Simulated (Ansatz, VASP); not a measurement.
AlP: VASP beside Ansatz

```
Al P
1.0
     0.00000    2.73500    2.73500
     2.73500    0.00000    2.73500
     2.73500    2.73500    0.00000
Al P
1 1
Direct
  0.00000 0.00000 0.00000
  0.25000 0.25000 0.25000
```

Alike in both runs: task single point; functional LDA; k mesh 6 × 6 × 6; occupations gaussian, width 0.1 eV; no spin polarisation.

```csv
,VASP,Ansatz
version,VASP 6.6.1,Ansatz 0.2.0
potentials or method,"VASP PAW LDA potentials, release 64 (Al, P), cutoff 500 eV","scalar-relativistic, plane waves, PAW"
valence electrons in the cell,8,8
```

Ansatz gave:

| Property | Result |
| --- | --- |
| gap on the k mesh at the Fermi level (eV) | 1.45 |
| least direct gap on the mesh (eV) | 3.05 |
| pressure (GPa) | -1.7 |

Task: Estimate VASP's values.

Result: gap on the k mesh at the Fermi level (eV): 1.45; least direct gap on the mesh (eV): 3.07; pressure (GPa): -1.6.

Ansatz warns that its potentials were made for another functional, while VASP's fit it. LDA's correlation is that of Perdew and Zunger in VASP and of Perdew and Wang (1992) in Ansatz.
